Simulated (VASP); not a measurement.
# PbO (Pm-3m) in VASP: settings compared

The runs below take PbO through single point, with PBE, r2SCAN.

All numbers are computed with VASP 6.6.1; they aren't measurements. Logs are shortened: lines on timing, memory, paths and dates and some standing lists are left out, and cuts for length are marked.

## Step 1: The cell of the first run

The structure is cubic, space group Pm-3m (No. 221). The conventional cell has a = 3.179 Å, b = 3.179 Å, c = 3.179 Å, α = 90.00°, β = 90.00°, γ = 90.00°. Within 3.6 Å of Pb (site symmetry m-3m) lie 8 O at 2.75 Å and 6 Pb at 3.18 Å. Within 3.6 Å of O (site symmetry m-3m) lie 8 Pb at 2.75 Å and 6 O at 3.18 Å.

## Step 2: Single point, PBE

Input file INCAR:

```
SYSTEM = PbO
PREC     = Accurate       ! precision mode
ENCUT    = 520            ! plane-wave cutoff, eV
EDIFF    = 1E-6           ! SCF threshold, eV
ISMEAR   = -1             ! smearing method
SIGMA    = 0.02           ! smearing width, eV
LREAL    = .FALSE.        ! projectors in reciprocal space
LASPH    = .TRUE.         ! aspherical terms in the spheres
NELM     = 60             ! most SCF steps
ALGO     = Normal         ! electronic algorithm
ISIF     = 2              ! what is computed and relaxed
LWAVE    = .FALSE.        ! write WAVECAR
LCHARG   = .FALSE.        ! write CHGCAR
GGA      = PE             ! functional
NBANDS   = 17             ! bands
```

Input file KPOINTS:

```
Automatic mesh
0
G
  8 8 8
  0 0 0
```

Input file POSCAR:

```
PbO
1.0
    3.1793716485      0.0000000000      0.0000000000
    0.0000000000      3.1793716485      0.0000000000
    0.0000000000      0.0000000000      3.1793716485
Pb O
1 1
Direct
    0.0000000000      0.0000000000      0.0000000000
    0.5000000000      0.5000000000      0.5000000000
```

Potentials or basis: VASP PAW PBE potentials, release 64 (Pb_d, O).

Started as:

```console
cat potpaw_PBE.64/Pb_d/POTCAR potpaw_PBE.64/O/POTCAR > POTCAR
mpirun -np 1 vasp_std > vasp.out
```

OUTCAR:

```text
SYSTEM = PbO
   PREC = Accurate
   ENCUT = 520
   EDIFF = 1E-6
   ISMEAR = -1
   LREAL = .FALSE.
   LASPH = .TRUE.
   NELM = 60
   ISIF = 2
   GGA = PE

 ion  position               nearest neighbor table
   1  0.000  0.000  0.000-   2 2.75   2 2.75   2 2.75   2 2.75   2 2.75   2 2.75   2 2.75   2 2.75

   2  0.500  0.500  0.500-   1 2.75   1 2.75   1 2.75   1 2.75   1 2.75   1 2.75   1 2.75   1 2.75

  LATTYP: Found a simple cubic cell.
 ALAT       =     3.1793716485

  Lattice vectors:

 A1 = (   3.1793716485,   0.0000000000,   0.0000000000)
 A2 = (   0.0000000000,   3.1793716485,   0.0000000000)
 A3 = (   0.0000000000,   0.0000000000,   3.1793716485)

Analysis of symmetry for initial positions (statically):
=====================================================================
 Subroutine PRICEL returns:
 Original cell was already a primitive cell.

 Routine SETGRP: Setting up the symmetry group for a
 simple cubic supercell.

 Subroutine GETGRP returns: Found 48 space group operations
 (whereof 48 operations were pure point group operations)
 out of a pool of 48 trial point group operations.

The static configuration has the point symmetry O_h .

Analysis of symmetry for dynamics (positions and initial velocities):
=====================================================================
 Subroutine PRICEL returns:
 Original cell was already a primitive cell.

 Routine SETGRP: Setting up the symmetry group for a
 simple cubic supercell.

 Subroutine GETGRP returns: Found 48 space group operations
 (whereof 48 operations were pure point group operations)
 out of a pool of 48 trial point group operations.

The dynamic configuration has the point symmetry O_h .

 Subroutine INISYM returns: Found 48 space group operations
 (whereof 48 operations are pure point group operations),
 and found     1 'primitive' translations

----------------------------------------------------------------------------------------

                                     Primitive cell

  volume of cell :      32.1384

  direct lattice vectors                    reciprocal lattice vectors
     3.179371649  0.000000000  0.000000000     0.314527558  0.000000000  0.000000000
     0.000000000  3.179371649  0.000000000     0.000000000  0.314527558  0.000000000
     0.000000000  0.000000000  3.179371649     0.000000000  0.000000000  0.314527558

[... 74 lines left out ...]
   PREC   = accura    normal or accurate (medium, high low for compatibility)
   ISTART =      0    job   : 0-new  1-cont  2-samecut
   ICHARG =      2    charge: 1-file 2-atom 10-const
   ISPIN  =      1    spin polarized calculation?
   LNONCOLLINEAR =      F non collinear calculations
   LSORBIT =      F    spin-orbit coupling
   LASPH  =      T    aspherical Exc in radial PAW
   ENCUT  =  520.0 eV  38.22 Ry    6.18 a.u.   5.91  5.91  5.91*2*pi/ulx,y,z
   NELM   =     60;   NELMIN=  2; NELMDL= -5     # of ELM steps
   EDIFF  = 0.1E-05   stopping-criterion for ELM
   LREAL  =      F    real-space projection
   EDIFFG = 0.1E-04   stopping-criterion for IOM
   NSW    =      0    number of steps for IOM
   IBRION =     -1    ionic relax: 0-MD 1-quasi-New 2-CG
   NFREE  =      0    steps in history (QN), initial steepest desc. (CG)
   ISIF   =      2    stress and relaxation
   ISYM   =      2    0-nonsym 1-usesym 2-fastsym
   POTIM  = 0.5000    time-step for ionic-motion
   TEBEG  =    0.0;   TEEND  =   0.0 temperature during run
   PSTRESS=    0.0 pullay stress
   NELECT =      20.0000    total number of electrons
   NUPDOWN=      -1.0000    fix difference up-down
   EMIN   =  10.00;   EMAX   =-10.00  energy-range for DOS
   EFERMI =   0.00;   METHOD = LEGACY
   ISMEAR =    -1;   SIGMA  =   0.02  broadening in eV -4-tet -1-fermi 0-gaus
   EFERMI_NEDOS =   21; number of points for ismear=-14 and -15
   IALGO  =     38    algorithm
   IMIX   =      4    mixing-type and parameters
     AMIX     =   0.40;   BMIX     =  1.00
     AMIX_MAG =   1.60;   BMIX_MAG =  1.00
  volume/ion in A,a.u.               =      16.07       108.44
  Fermi-wavevector in a.u.,A,eV,Ry     =   1.397688  2.641247 26.579408  1.953531
  Thomas-Fermi vector in A             =   2.520920
   LORBIT       =      0    0 simple, 1 ext, 2 COOP (PROOUT), +10 PAW based schemes
   GGA     = PE    functional components
   LHFCALC =     F    Hartree Fock is set to
   AEXX    =    0.0000 exact exchange contribution
   IVDW    =     0    specifies the selected vdW correction
   LEPSILON=     F    determine dielectric tensor
   LRPA    =     F    only Hartree local field effects (RPA)
 non-spin polarized calculation
  energy-cutoff  :      520.00
  volume of cell :       32.14
 maximum number of plane-waves:       912
 NGX is ok and might be reduce to    24
   NGX = 11   NGY = 11   NGZ = 11

 number of electron      19.9999997 magnetization

 Free energy of the ion-electron system (eV)
  ---------------------------------------------------
  ext. energy  EPLUGINS =         0.00000000
  ---------------------------------------------------
  free energy    TOTEN  =        -9.74235519 eV

  energy without entropy =       -9.74235473  energy(sigma->0) =       -9.74235496

 E-fermi :   7.4046     XC(G=0): -11.3213

 val. band max:        7.1899736621   @ k =   0.5000   0.1250   0.0000
 cond. band min:       7.5913911189   @ k =   0.5000   0.0000   0.0000
 fundamental gap:      0.4014174567
 Fermi energy:         7.4045522779

 k-point     1 :       0.0000    0.0000    0.0000
  band No.  band energies     occupation
      1     -10.0250      2.00000
      2      -9.6229      2.00000
      3      -9.6229      2.00000
      4      -8.9207      2.00000
      5      -8.9207      2.00000
      6      -8.9207      2.00000
[... 457 lines left out ...]
      4      -9.0906      2.00000
      5      -8.8380      2.00000
      6      -8.1242      2.00000
[... 9 lines left out ...]
     16      22.4451      0.00000
     17      24.9416      0.00000

 [... further k-points ...]
[... 5 lines left out ...]
  --------------------------------------------------------------------------------------
  -------------------------------------------------------------------------------------
  Total        0.6496737      0.6496737      0.6496737     -0.0000000      0.0000000     -0.0000000
  in kB       32.3878385     32.3878385     32.3878385     -0.0000000      0.0000000     -0.0000000
  external PRESSURE =      32.3878385 kB  Pullay stress =       0.0000000 kB

 VOLUME and BASIS-vectors are now :
 -----------------------------------------------------------------------------
  energy-cutoff  :      520.00
  volume of cell :       32.14
      direct lattice vectors                 reciprocal lattice vectors
     3.179371649  0.000000000  0.000000000     0.314527558  0.000000000  0.000000000
     0.000000000  3.179371649  0.000000000     0.000000000  0.314527558  0.000000000
     0.000000000  0.000000000  3.179371649     0.000000000  0.000000000  0.314527558

 POSITION                                       TOTAL-FORCE (eV/Angst)
 -----------------------------------------------------------------------------------
      0.00000      0.00000      0.00000         0.000000      0.000000      0.000000
      1.58969      1.58969      1.58969         0.000000      0.000000      0.000000
 -----------------------------------------------------------------------------------
    total drift:                                0.000000      0.000000     -0.000000

  FREE ENERGIE OF THE ION-ELECTRON SYSTEM (eV)
  ---------------------------------------------------
  free  energy   TOTEN  =        -9.7423551865 eV

  energy  without entropy=       -9.7423547330  energy(sigma->0) =       -9.74235496
```

It took 6.1 s on 1 thread of Intel Xeon 6975P-C, shared host; peak memory 0.15 GiB.

What came out:

- Free energy: -9.7424 eV
- Pressure: 3.2 GPa
- Band gap on the k mesh: 0.40 eV, indirect (least direct gap 0.77 eV)

Caveat: spin-orbit coupling is left out, which moves the levels of the heavy elements.

(Part 1 of 2 ends here.)
